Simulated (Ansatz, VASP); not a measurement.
## Te6Mo3H in VASP and in Ansatz

```xyz
10
Lattice="3.4334 0.0000 0.0000 -1.7167 2.9734 0.0000 0.0000 0.0000 20.7704" Properties=species:S:1:pos:R:3 pbc="T T T"
Te    0.0000    0.0000   18.9546
Te    0.0000    1.9823   12.2916
Te    0.0000    1.9823    4.8459
Te    0.0000    1.9823   15.9246
Te    0.0000    1.9823    8.4789
Te    0.0000    0.0000    1.8158
Mo    0.0000    0.0000   14.1063
Mo    0.0000    0.0000    6.6642
Mo    0.0000    1.9823    0.0000
H     0.1514   -1.5645   13.8956
```

Alike in both runs: task single point; functional PBEsol; dispersion D3(BJ); k mesh 9 × 9 × 2; occupations gaussian, width 0.05 eV; no spin polarisation.

```csv
,VASP,Ansatz
version,VASP 6.6.1,Ansatz 0.2.0
potentials or method,"VASP PAW PBE potentials, release 64 (Te, Mo_sv, H), cutoff 400 eV","scalar-relativistic, plane waves, PAW"
valence electrons in the cell,79,139
```

Ansatz gave:

* gap on the k mesh at the Fermi level (eV): none
* pressure (GPa): 3.0
* traceless stress, the component that is largest in VASP (GPa): -1.39
* rms of the force components (eV/Å): 0.617

Problem. Which values does VASP return?

Solution. gap on the k mesh at the Fermi level (eV): none; pressure (GPa): 2.9; traceless stress, the component that is largest in VASP (GPa): -1.43; rms of the force components (eV/Å): 0.627.

VASP's potentials were made for PBE, not for PBEsol, and Ansatz warns of the same on its side. Atom by atom the forces differ by 0.017 eV/Å (rms over components). A gap of «none» marks a metal or a gap that the smearing closes. VASP's potentials hold 79 valence electrons a cell and Ansatz's 139, so a difference there can come from the potentials and not from the codes.

Neither program's run includes spin-orbit coupling.
